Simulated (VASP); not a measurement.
Wanted: the native input for a VASP 6.6.1 run.

- Task: single point
- Functional: LDA
- Potentials or basis: VASP PAW LDA potentials, release 64 (Ir_sv_GW)
- Cutoff: 560 eV
- k mesh: 14 × 14 × 14
- Occupations: gaussian, width 0.6 eV
- Spin: no spin polarisation
- Dipole correction: no
- Further INCAR settings: ALGO = Normal; EDIFF = 1e-06; NBANDS = 14

The structure of Ir lies in POSCAR:

```
Ir
1.0
    0.0000000000      1.9060927672      1.9060927672
    1.9060927672      0.0000000000      1.9060927672
    1.9060927672      1.9060927672      0.0000000000
Ir
1
Direct
    0.0000000000      0.0000000000      0.0000000000
```

These files were run (other wordings do the same):

INCAR

```
SYSTEM = Ir
PREC = Accurate
ENCUT = 560
EDIFF = 1E-6
ISMEAR = 0
SIGMA = 0.6
LREAL = .FALSE.
LASPH = .TRUE.
NELM = 120
ALGO = Normal
ISIF = 2
LWAVE = .FALSE.
LCHARG = .FALSE.
NBANDS = 14
GGA_COMPAT = .FALSE.
```

KPOINTS

```
regular mesh
0
G
  14 14 14
  0 0 0
```

Potentials or basis: VASP PAW LDA potentials, release 64 (Ir_sv_GW).

The run is started by

```sh
$ cat potpaw_LDA.64/Ir_sv_GW/POTCAR > POTCAR
$ mpirun -np 1 vasp_std > vasp.out
```

It gave:

* Pressure: 1.1 GPa
* Band gap on the k mesh: zero (an odd number of electrons rules out a gap without spin polarisation)

Caveat: so wide a smearing shifts energies and pressures; spin-orbit coupling is left out, which moves the levels of the heavy elements.

Run time: 14 s on 1 thread of AMD EPYC 9R45 96-Core Processor (Zen 5), with other jobs on the host, peak memory 0.12 GiB.
